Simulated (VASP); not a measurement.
FeGe2: single point with PBEsol

The system is FeGe2.

```
Ge Fe
1.0
    -2.97916    2.97916    2.46764
     2.97916   -2.97916    2.46764
     2.97916    2.97916   -2.46764
Ge Fe
4 2
Direct
  0.84511 0.34511 0.19021
  0.65489 0.84511 0.50000
  0.34511 0.15489 0.50000
  0.15489 0.65489 0.80979
  0.25000 0.25000 0.00000
  0.75000 0.75000 0.00000
```

This cell differs from its parent crystal: volume scaled by 1.02.

- Program: VASP 6.6.1
- Task: single point
- Functional: PBEsol
- Potentials or basis: VASP PAW PBE potentials, release 64 (Ge_d, Fe)
- Cutoff: 520 eV
- k mesh: 7 × 7 × 7
- Occupations: fermi-dirac, width 0.05 eV
- Spin: collinear spin, ferromagnetic start
- Starting moments: [0.0, 0.0, 0.0, 0.0, 3.0, 3.0] μB

| Item | Value |
| --- | --- |
| Pressure | -7.5 GPa |
| Largest force | 0.153 eV/Å |
| Net moment | 2.49 μB per cell |
| Site moments | Ge -0.05; Fe +1.38 μB |
| Valence electrons inside the program's atomic spheres | Ge 12.31; Fe 7.33 |

Forces in eV/Å, atoms in the order of the input:
```
Ge  -0.108 -0.108  0.000
Ge  -0.108  0.108  0.000
Ge   0.108 -0.108  0.000
Ge   0.108  0.108  0.000
Fe   0.000  0.000  0.000
Fe   0.000  0.000  0.000
```

Stress tensor (GPa, compression positive):
```
-8.08  0.00  0.00
 0.00 -8.08  0.00
 0.00  0.00 -6.35
```

Levels at points of the mesh, in eV from the Fermi level:
Spin up:
```tsv
k point	band 33	band 34	band 35	band 36	band 37	band 38	band 39	band 40	band 41	band 42
(0.00, 0.00, 0.00)	-2.20	-1.85	-1.49	-1.25	-1.10	-1.10	0.06	0.06	0.37	0.42
```
Spin down:
```csv
k point,band 33,band 34,band 35,band 36,band 37,band 38
"(0.00, 0.00, 0.00)",-1.82,-1.72,-0.46,-0.35,0.67,0.67
```

It took 6.8 min on 1 thread of Intel(R) Xeon(R) Platinum 8175M CPU @ 2.50GHz (Skylake/Cascade Lake), with other jobs on the host, peak memory 0.38 GiB.

Caveat: the PAW data sets were made with another functional, which shifts forces and pressure a little.
